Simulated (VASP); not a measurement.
Ir: single point with r2SCAN

Crystal: Ir.

```xyz
1
Lattice="0.0000 1.9228 1.9228 1.9228 0.0000 1.9228 1.9228 1.9228 0.0000" Properties=species:S:1:pos:R:3 pbc="T T T"
Ir    0.0000    0.0000    0.0000
```

```json
{
 "Program": "VASP 6.6.1",
 "Task": "single point",
 "Functional": "r2SCAN",
 "Potentials or basis": "VASP PAW PBE potentials, release 64 (Ir)",
 "Cutoff": "520 eV",
 "k mesh": "7 × 7 × 7",
 "Occupations": "fermi-dirac, width 0.1 eV",
 "Spin": "no spin polarisation",
 "Dipole correction": "no",
 "Further INCAR settings": "ALGO = Normal; EDIFF = 1e-06; NBANDS = 10"
}
```

| Quantity | Value |
| --- | --- |
| Pressure | 0.9 GPa |

Levels at points of the mesh, in eV from the Fermi level:
```csv
k point,band 1,band 2,band 3,band 4,band 5,band 6,band 7,band 8
"(0.00, 0.00, 0.00)",-11.54,-4.03,-4.03,-4.03,-1.35,-1.35,15.04,20.88
```

Wall time 8 s on 1 thread of Intel(R) Xeon(R) 6975P-C (Granite Rapids), on a shared host, peak memory 0.13 GiB.

Caveat: the k points lie up to 0.40 Å⁻¹ apart; the PAW data sets were made with another functional, which shifts forces and pressure a little; spin-orbit coupling is left out, which moves the levels of the heavy elements.
